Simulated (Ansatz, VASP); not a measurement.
TiRh: VASP beside Ansatz

The input INCAR:

```
SYSTEM = TiRh
PREC = Accurate
ENCUT = 520
EDIFF = 1E-6
ISMEAR = 0
SIGMA = 0.1
LREAL = .False.
LASPH = .True.
NELM = 60
ALGO = Fast
ISIF = 2
LWAVE = .False.
LCHARG = .True.
GGA = CA
LELF = .True.
LVHAR = .True.
NBANDS = 20
```

KPOINTS

```
regular mesh
0
Gamma
  6 6 6
  0 0 0
```

POSCAR

```
TiRh
1.0
    2.9880000000      0.0000000000      0.0000000000
    0.0000000000      2.9880000000      0.0000000000
    0.0000000000      0.0000000000      3.3500000000
Ti Rh
1 1
Direct
    0.5000000000      0.5000000000      0.5000000000
    0.0000000000      0.0000000000      0.0000000000
```

Input for Ansatz:

```yaml
crystal:
  lattice:
    - [2.988, 0.0, 0.0]
    - [0.0, 2.988, 0.0]
    - [0.0, 0.0, 3.35]
  atoms:
    - { symbol: Ti, position: [0.5, 0.5, 0.5] }
    - { symbol: Rh, position: [0.0, 0.0, 0.0] }
basis:
  ecutwfc: 420
kpoints:
  mp_grid: { grid: [6, 6, 6] }
hamiltonian:
  xc: lda
scf:
  occupations: { method: gaussian, width: 0.1 }
output:
  forces: true
  stress: true
  eigenvalues: true
```

Alike in both runs: task single point; functional LDA; k mesh 6 × 6 × 6; occupations gaussian, width 0.1 eV; no spin polarisation.

|  | VASP | Ansatz |
| --- | --- | --- |
| version | VASP 6.6.1 | Ansatz 0.2.0 |
| potentials or method | VASP PAW LDA potentials, release 64 (Ti_sv, Rh_pv), cutoff 520 eV | scalar-relativistic, plane waves, PAW |
| valence electrons in the cell | 27 | 29 |

|  | VASP | Ansatz | Ansatz less VASP |
| --- | --- | --- | --- |
| gap on the k mesh at the Fermi level (eV) | none | none | - |
| pressure (GPa) | -11.4 | -11.8 | -0.40 |
| traceless stress, the component that is largest in VASP (GPa) | 0.48 | 0.47 | -0.012 |

LDA's correlation is that of Perdew and Zunger in VASP and of Perdew and Wang (1992) in Ansatz. A gap of «none» marks a metal or a gap that the smearing closes. VASP's potentials hold 27 valence electrons a cell and Ansatz's 29, so a difference there can come from the potentials and not from the codes.
